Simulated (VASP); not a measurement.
Ge: relaxation of cell and atoms with r2SCAN

Crystal: Ge.

```
Ge
1.0
     0.00000    2.82900    2.82900
     2.82900    0.00000    2.82900
     2.82900    2.82900    0.00000
Ge
2
Direct
  0.00000 0.00000 0.00000
  0.25000 0.25000 0.25000
```

| Quantity | Value |
| --- | --- |
| Program | VASP 6.6.1 |
| Task | relaxation of cell and atoms |
| Functional | r2SCAN |
| Potentials or basis | VASP PAW PBE potentials, release 64 (Ge_d) |
| Cutoff | 600 eV |
| k mesh | 10 × 10 × 10 |
| Occupations | gaussian, width 0.02 eV |
| Spin | no spin polarisation |
| Dipole correction | no |
| Further INCAR settings | ALGO = Normal; EDIFF = 1e-07; IBRION = 2; EDIFFG = -0.002; NSW = 100; ISIF = 3 |

```yaml
Relaxed_volume: 22.87 Å³/atom
Relaxed_cell: a = 4.014 Å, b = 4.014 Å, c = 4.014 Å, α = 60.00°, β = 60.00°, γ = 60.00°
Space_group_after_relaxing_to_0.1_Å: Fd-3m (No. 227)
Energy_gained_by_relaxing: 0.5 meV/atom
Ionic_steps: 3
Pressure_after_relaxing: 0.0 GPa
Band_gap_on_the_k_mesh: 0.31 eV
```

The path:
```csv
step,energy change (eV),largest force (eV/Å),pressure (GPa),volume (Å³)
1,0.0000,0.0000,0.75,45.28
2,-0.0008,0.0000,-0.33,45.98
3,-0.0010,0.0000,0.01,45.74
```

Final structure:
```
Ge
1.0
     0.00000    2.83840    2.83840
     2.83840    0.00000    2.83840
     2.83840    2.83840    0.00000
Ge
2
Direct
  0.00000 0.00000 0.00000
  0.25000 0.25000 0.25000
```

Levels at points of the mesh, in eV from the valence-band top:
```csv
k point,band 12,band 13,band 14,band 15,band 16,band 17
"(0.00, 0.00, 0.00)",0.00,0.00,0.00,0.31,2.71,2.71
"(0.50, 0.00, 0.00)",-7.82,-1.47,-1.47,0.41,3.99,3.99
"(0.50, 0.50, 0.00)",-9.18,-3.19,-3.19,0.99,0.99,10.02
```

Wall time 2.4 min on 1 thread of Intel(R) Xeon(R) 6975P-C (Granite Rapids), with other jobs on the host, peak memory 0.21 GiB.

Caveat: semilocal functionals underestimate gaps, and a narrow one can read as zero; the PAW data sets were made with another functional, which shifts forces and pressure a little. A k mesh can miss the band edges.
